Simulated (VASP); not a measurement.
# SnSe in VASP: further runs

The runs below take SnSe through single point, with PBEsol.

Program: VASP 6.6.1. These are calculated values, not measurements. Logs are shortened: lines on timing, memory, paths and dates and some standing lists are left out, and cuts for length are marked.

**1. The cell of the first run**

The cell holds a slab with vacuum, 8 atoms: a = 4.204 Å, b = 4.204 Å, c = 23.918 Å, α = 90.00°, β = 90.00°, γ = 90.00°.

**2. Single point, PBEsol**

Input file INCAR:

```
  PREC = Accurate
  ENCUT = 520
  EDIFF = 1E-6
  ISMEAR = 0
  SIGMA = 0.05
  LREAL = F
  LASPH = T
  NELM = 80
  ALGO = Normal
  ISIF = 2
  LWAVE = F
  LCHARG = F
  LDIPOL = T
  IDIPOL = 3
  DIPOL = 0.5 0.5 0.500
  GGA = PS
  NBANDS = 50
```

Input file KPOINTS:

```
Automatic mesh
0
Gamma
  6 6 1
```

Input file POSCAR:

```
SnSe
1.0
    4.2041099673      0.0000000000      0.0000000000
    0.0000000000      4.2041099673      0.0000000000
    0.0000000000      0.0000000000     23.9182640001
Sn Se
4 4
Direct
    0.5000000000      0.5000000000      0.3135679078
    0.0000000000      0.0000000000      0.4378559693
    0.5000000000      0.5000000000      0.5621440307
    0.0000000000      0.0000000000      0.6864320922
    0.0000000000      0.0000000000      0.3135679078
    0.5000000000      0.5000000000      0.4378559693
    0.0000000000      0.0000000000      0.5621440307
    0.5000000000      0.5000000000      0.6864320922
```

Potentials or basis: VASP PAW PBE potentials, release 64 (Sn_d, Se).

On the command line:

```console
$ cat potpaw_PBE.64/Sn_d/POTCAR potpaw_PBE.64/Se/POTCAR > POTCAR
$ mpirun -np 1 vasp_std > vasp.out
```

OUTCAR:

```text
PREC = Accurate
   ENCUT = 520
   EDIFF = 1E-6
   ISMEAR = 0
   LREAL = F
   LASPH = T
   NELM = 80
   ISIF = 2
   GGA = PS

 ion  position               nearest neighbor table
   1  0.500  0.500  0.314-   5 2.97   5 2.97   5 2.97   5 2.97   6 2.97
   2  0.000  0.000  0.438-   7 2.97   6 2.97   6 2.97   6 2.97   6 2.97   5 2.97
   3  0.500  0.500  0.562-   6 2.97   7 2.97   7 2.97   7 2.97   7 2.97   8 2.97
   4  0.000  0.000  0.686-   8 2.97   8 2.97   8 2.97   8 2.97   7 2.97
   5  0.000  0.000  0.314-   1 2.97   1 2.97   1 2.97   1 2.97   2 2.97
   6  0.500  0.500  0.438-   3 2.97   2 2.97   2 2.97   2 2.97   2 2.97   1 2.97
   7  0.000  0.000  0.562-   2 2.97   3 2.97   3 2.97   3 2.97   3 2.97   4 2.97
   8  0.500  0.500  0.686-   4 2.97   4 2.97   4 2.97   4 2.97   3 2.97

  LATTYP: Found a simple tetragonal cell.
 ALAT       =     4.2041099673
 C/A-ratio  =     5.6892574614

  Lattice vectors:

 A1 = (   4.2041099673,   0.0000000000,   0.0000000000)
 A2 = (   0.0000000000,   4.2041099673,   0.0000000000)
 A3 = (   0.0000000000,   0.0000000000,  23.9182640001)

Analysis of symmetry for initial positions (statically):
=====================================================================
 Subroutine PRICEL returns:
 Original cell was already a primitive cell.

 Routine SETGRP: Setting up the symmetry group for a
 simple tetragonal supercell.

 Subroutine GETGRP returns: Found 16 space group operations
 (whereof  8 operations were pure point group operations)
 out of a pool of 16 trial point group operations.

The static configuration has the point symmetry C_4v.
 The point group associated with its full space group is D_4h.

Analysis of symmetry for dynamics (positions and initial velocities):
=====================================================================
 Subroutine PRICEL returns:
 Original cell was already a primitive cell.

 Routine SETGRP: Setting up the symmetry group for a
 simple tetragonal supercell.

 Subroutine GETGRP returns: Found 16 space group operations
 (whereof  8 operations were pure point group operations)
 out of a pool of 16 trial point group operations.

The dynamic configuration has the point symmetry C_4v.
 The point group associated with its full space group is D_4h.

 Subroutine INISYM returns: Found 16 space group operations
 (whereof  8 operations are pure point group operations),
 and found     1 'primitive' translations

----------------------------------------------------------------------------------------

                                     Primitive cell

  volume of cell :     422.7443

  direct lattice vectors                    reciprocal lattice vectors
     4.204109967  0.000000000  0.000000000     0.237862475  0.000000000  0.000000000
     0.000000000  4.204109967  0.000000000     0.000000000  0.237862475  0.000000000
     0.000000000  0.000000000 23.918264000     0.000000000  0.000000000  0.041809054

  length of vectors
     4.204109967  4.204109967 23.918264000     0.237862475  0.237862475  0.041809054

  position of ions in fractional coordinates (direct lattice)
     0.500000000  0.500000000  0.313567908
     0.000000000  0.000000000  0.437855969
     0.500000000  0.500000000  0.562144031
     0.000000000  0.000000000  0.686432092
     0.000000000  0.000000000  0.313567908
     0.500000000  0.500000000  0.437855969
     0.000000000  0.000000000  0.562144031
     0.500000000  0.500000000  0.686432092

  ion indices of the primitive-cell ions
   primitive index   ion index
                 1           1
                 2           2
                 3           3
                 4           4
                 5           5
                 6           6
                 7           7
                 8           8

----------------------------------------------------------------------------------------

 KPOINTS: Automatic mesh

Automatic generation of k-mesh.
 Grid dimensions read from file:
 generate k-points for:    6    6    1

 Generating k-lattice:

  Cartesian coordinates                     Fractional coordinates (reciprocal lattice)
     0.039643746  0.000000000  0.000000000     0.166666667  0.000000000  0.000000000
     0.000000000  0.039643746  0.000000000     0.000000000  0.166666667  0.000000000
     0.000000000  0.000000000  0.041809054     0.000000000  0.000000000  1.000000000

  Length of vectors
     0.039643746  0.039643746  0.041809054

  Shift w.r.t. Gamma in fractional coordinates (k-lattice)
     0.000000000  0.000000000  0.000000000

 Subroutine IBZKPT returns following result:
 ===========================================

 Found     10 irreducible k-points:

 Following reciprocal coordinates:
            Coordinates               Weight
  0.000000  0.000000  0.000000      1.000000
  0.166667  0.000000  0.000000      4.000000
  0.333333  0.000000  0.000000      4.000000
  0.500000  0.000000  0.000000      2.000000
  0.166667  0.166667  0.000000      4.000000
  0.333333  0.166667  0.000000      8.000000
  0.500000  0.166667  0.000000      4.000000
  0.333333  0.333333  0.000000      4.000000
  0.500000  0.333333  0.000000      4.000000
  0.500000  0.500000  0.000000      1.000000
   k-points           NKPTS =     10   k-points in BZ     NKDIM =     10   number of bands    NBANDS=     50
   number of dos      NEDOS =    301   number of ions     NIONS =      8
   total plane-waves  NPLWV = 184320
   dimension x,y,z NGX =    32 NGY =   32 NGZ =  180
   dimension x,y,z NGXF=    64 NGYF=   64 NGZF=  360
   ions per type =               4   4
   NGX,Y,Z   is equivalent  to a cutoff of  12.65, 12.65, 12.51 a.u.
   NGXF,Y,Z  is equivalent  to a cutoff of  25.31, 25.31, 25.02 a.u.
 SYSTEM =  unknown system
   PREC   = accura    normal or accurate (medium, high low for compatibility)
   ISTART =      0    job   : 0-new  1-cont  2-samecut
   ICHARG =      2    charge: 1-file 2-atom 10-const
   ISPIN  =      1    spin polarized calculation?
   LNONCOLLINEAR =      F non collinear calculations
   LSORBIT =      F    spin-orbit coupling
   LASPH  =      T    aspherical Exc in radial PAW
   ENCUT  =  520.0 eV  38.22 Ry    6.18 a.u.   7.82  7.82 44.47*2*pi/ulx,y,z
   NELM   =     80;   NELMIN=  2; NELMDL= -5     # of ELM steps
   EDIFF  = 0.1E-05   stopping-criterion for ELM
   LREAL  =      F    real-space projection
   EDIFFG = 0.1E-04   stopping-criterion for IOM
   NSW    =      0    number of steps for IOM
   IBRION =     -1    ionic relax: 0-MD 1-quasi-New 2-CG
   NFREE  =      0    steps in history (QN), initial steepest desc. (CG)
   ISIF   =      2    stress and relaxation
   ISYM   =      2    0-nonsym 1-usesym 2-fastsym
   POTIM  = 0.5000    time-step for ionic-motion
   TEBEG  =    0.0;   TEEND  =   0.0 temperature during run
   PSTRESS=    0.0 pullay stress
   NELECT =      80.0000    total number of electrons
   NUPDOWN=      -1.0000    fix difference up-down
   EMIN   =  10.00;   EMAX   =-10.00  energy-range for DOS
   EFERMI =   0.00;   METHOD = LEGACY
   ISMEAR =     0;   SIGMA  =   0.05  broadening in eV -4-tet -1-fermi 0-gaus
   EFERMI_NEDOS =   21; number of points for ismear=-14 and -15
   IALGO  =     38    algorithm
   IMIX   =      4    mixing-type and parameters
     AMIX     =   0.40;   BMIX     =  1.00
     AMIX_MAG =   1.60;   BMIX_MAG =  1.00
  volume/ion in A,a.u.               =      52.84       356.60
  Fermi-wavevector in a.u.,A,eV,Ry     =   0.939894  1.776142 12.019398  0.883401
  Thomas-Fermi vector in A             =   2.067252
   LORBIT       =      0    0 simple, 1 ext, 2 COOP (PROOUT), +10 PAW based schemes
   GGA     = PS    functional components
   LHFCALC =     F    Hartree Fock is set to
   AEXX    =    0.0000 exact exchange contribution
   IVDW    =     0    specifies the selected vdW correction
   LEPSILON=     F    determine dielectric tensor
   LRPA    =     F    only Hartree local field effects (RPA)
 non-spin polarized calculation
 Gauss-broadening in eV      SIGMA  =   0.05
  energy-cutoff  :      520.00
  volume of cell :      422.74
 maximum number of plane-waves:     11412
 NGX is ok and might be reduce to    32
   NGX = 15   NGY = 15   NGZ = 89

 number of electron      79.9999984 magnetization

 dipolmoment           0.000000      0.000000      0.000000 electrons x Angstroem

 Free energy of the ion-electron system (eV)
  ---------------------------------------------------
  ext. energy  EPLUGINS =         0.00000000
  ---------------------------------------------------
  free energy    TOTEN  =       -35.25747140 eV

  energy without entropy =      -35.25747140  energy(sigma->0) =      -35.25747140

 E-fermi :   0.9535     XC(G=0):  -5.4646

 val. band max:        0.7034602184   @ k =   0.5000   0.0000   0.0000
 cond. band min:       1.3572537686   @ k =   0.5000   0.0000   0.0000
 fundamental gap:      0.6537935502
 Fermi energy:         0.9534996048

 k-point     1 :       0.0000    0.0000    0.0000
  band No.  band energies     occupation
      1     -20.8111      2.00000
      2     -20.8109      2.00000
      3     -20.7742      2.00000
      4     -20.7742      2.00000
      5     -20.7742      2.00000
      6     -20.7742      2.00000
[... 42 lines left out ...]
     49       5.2270      0.00000
     50       5.2342      0.00000

 k-point     2 :       0.1667    0.0000    0.0000
  band No.  band energies     occupation
      1     -20.8088      2.00000
      2     -20.8086      2.00000
      3     -20.7753      2.00000
      4     -20.7753      2.00000
      5     -20.7741      2.00000
      6     -20.7741      2.00000
[... 416 lines left out ...]
 k-point    10 :       0.5000    0.5000    0.0000
  band No.  band energies     occupation
      1     -20.7964      2.00000
      2     -20.7964      2.00000
      3     -20.7783      2.00000
      4     -20.7783      2.00000
      5     -20.7782      2.00000
      6     -20.7782      2.00000
[... 42 lines left out ...]
     49       5.9885      0.00000
     50       5.9885      0.00000

------------------------ aborting loop because EDIFF is reached ----------------------------------------

 vacuum level on the upper side and lower side of the slab       (xc-potential included)        -0.129        -0.129

  FORCE on cell =-STRESS in cart. coord.  units (eV):
  Direction    XX          YY          ZZ          XY          YZ          ZX
  --------------------------------------------------------------------------------------
  -------------------------------------------------------------------------------------
  Total       -1.1165647     -1.1165647     -3.4629912      0.0000000      0.0000000      0.0000000
  in kB       -4.2317175     -4.2317175    -13.1245425      0.0000000      0.0000000      0.0000000
  external PRESSURE =      -7.1959925 kB  Pullay stress =       0.0000000 kB

 VOLUME and BASIS-vectors are now :
 -----------------------------------------------------------------------------
  energy-cutoff  :      520.00
  volume of cell :      422.74
      direct lattice vectors                 reciprocal lattice vectors
     4.204109967  0.000000000  0.000000000     0.237862475  0.000000000  0.000000000
     0.000000000  4.204109967  0.000000000     0.000000000  0.237862475  0.000000000
     0.000000000  0.000000000 23.918264000     0.000000000  0.000000000  0.041809054

 POSITION                                       TOTAL-FORCE (eV/Angst)
 -----------------------------------------------------------------------------------
      2.10205      2.10205      7.50000        -0.000000     -0.000000      0.439787
      0.00000      0.00000     10.47275        -0.000000      0.000000     -0.437366
      2.10205      2.10205     13.44551         0.000000     -0.000000      0.437366
      0.00000      0.00000     16.41826        -0.000000      0.000000     -0.439787
      0.00000      0.00000      7.50000        -0.000000     -0.000000      0.244175
      2.10205      2.10205     10.47275         0.000000      0.000000     -0.466538
      0.00000      0.00000     13.44551        -0.000000     -0.000000      0.466538
      2.10205      2.10205     16.41826        -0.000000      0.000000     -0.244175
 -----------------------------------------------------------------------------------
    total drift:                                0.000000     -0.000000      0.000000

  FREE ENERGIE OF THE ION-ELECTRON SYSTEM (eV)
  ---------------------------------------------------
  free  energy   TOTEN  =       -35.2574713964 eV

  energy  without entropy=      -35.2574713964  energy(sigma->0) =      -35.25747140

 vacuum level on the upper side and lower side of the slab         4.864         4.864
```

It took 5.7 min on 1 thread of Intel Xeon Platinum 8259CL at 2.50GHz (Skylake/Cascade Lake), shared host; peak memory 0.5 GiB.

Results:

- Free energy: -35.2575 eV
- Largest force: 0.467 eV/Å
- Band gap on the k mesh: 0.65 eV

Forces on the atoms (eV/Å):
```
Sn   0.000  0.000  0.440
Sn   0.000  0.000 -0.437
Sn   0.000  0.000  0.437
Sn   0.000  0.000 -0.440
Se   0.000  0.000  0.244
Se   0.000  0.000 -0.467
Se   0.000  0.000  0.467
Se   0.000  0.000 -0.244
```

Levels at points of the mesh, in eV from the valence-band top:
| k point | band 37 | band 38 | band 39 | band 40 | band 41 | band 42 | band 43 | band 44 |
| --- | --- | --- | --- | --- | --- | --- | --- | --- |
| (0.00, 0.00, 0.00) | -2.26 | -2.26 | -1.51 | -1.16 | 1.42 | 2.32 | 3.09 | 3.24 |
| (0.50, 0.00, 0.00) | -0.24 | -0.24 | 0.00 | 0.00 | 0.65 | 0.65 | 1.05 | 1.05 |
| (0.50, 0.50, 0.00) | -2.95 | -2.95 | -1.32 | -1.32 | 1.93 | 1.93 | 3.36 | 3.36 |

Caveat: the PAW data sets were made with another functional, which shifts forces and pressure a little; spin-orbit coupling is left out, which moves the levels of the heavy elements.

**3. Single point, PBEsol**

Input file INCAR:

```
SYSTEM = SnSe
ALGO     = Normal         ! electronic algorithm
DIPOL    = 0.5 0.5 0.500
EDIFF    = 1E-7           ! SCF threshold, eV
ENCUT    = 520            ! plane-wave cutoff, eV
GGA      = PS             ! functional
IDIPOL   = 3            
ISIF     = 2              ! what is computed and relaxed
ISMEAR   = 0              ! smearing method
LASPH    = .TRUE.         ! aspherical terms in the spheres
LCHARG   = .FALSE.        ! write CHGCAR
LDIPOL   = .TRUE.       
LREAL    = .FALSE.        ! projectors in reciprocal space
LWAVE    = .FALSE.        ! write WAVECAR
NBANDS   = 50             ! bands
NELM     = 60             ! most SCF steps
PREC     = Accurate       ! precision mode
SIGMA    = 0.05           ! smearing width, eV
```

Input file KPOINTS:

```
k-points
0
G
  6 6 1
  0 0 0
```

Input file POSCAR:

```
SnSe
1.0
    4.2041099673      0.0000000000      0.0000000000
    0.0000000000      4.2041099673      0.0000000000
    0.0000000000      0.0000000000     23.9182640001
Sn Se
4 4
Direct
    0.5000000000      0.5000000000      0.3176865090
    0.0000000000      0.0000000000      0.4311783471
    0.5000000000      0.5000000000      0.5688181325
    0.0000000000      0.0000000000      0.6823132459
    0.0000000000      0.0000000000      0.3156364606
    0.5000000000      0.5000000000      0.4325984880
    0.0000000000      0.0000000000      0.5674042662
    0.5000000000      0.5000000000      0.6843645507
```

Potentials or basis: VASP PAW PBE potentials, release 64 (Sn_d, Se).

On the command line:

```console
$ cat potpaw_PBE.64/Sn_d/POTCAR potpaw_PBE.64/Se/POTCAR > POTCAR
$ mpirun -np 1 vasp_std > vasp.out
```

Run time: 5.8 min. Hardware: 1 thread of Intel Xeon Platinum 8259CL at 2.50GHz (Skylake/Cascade Lake), shared host; peak memory 0.5 GiB.

It converged, with:

```yaml
Free_energy: -35.4704 eV
Largest_force: 0.009 eV/Å
Band_gap_on_the_k_mesh: 1.08 eV (least direct gap 1.11 eV)
```

Forces on the atoms (eV/Å):
```
Sn   0.000  0.000  0.000
Sn   0.000  0.000  0.007
Sn   0.000  0.000 -0.007
Sn   0.000  0.000  0.000
Se   0.000  0.000 -0.009
Se   0.000  0.000  0.008
Se   0.000  0.000 -0.008
Se   0.000  0.000  0.009
```

Levels at points of the mesh, in eV from the valence-band top:
| k point | band 38 | band 39 | band 40 | band 41 | band 42 | band 43 |
| --- | --- | --- | --- | --- | --- | --- |
| (0.00, 0.00, 0.00) | -2.05 | -1.24 | -0.70 | 1.49 | 2.62 | 3.25 |
| (0.50, 0.00, 0.00) | -0.17 | 0.00 | 0.00 | 1.11 | 1.11 | 1.37 |
| (0.50, 0.50, 0.00) | -2.66 | -1.35 | -1.35 | 2.68 | 2.68 | 3.60 |

Caveat: the PAW data sets were made with another functional, which shifts forces and pressure a little; spin-orbit coupling is left out, which moves the levels of the heavy elements.
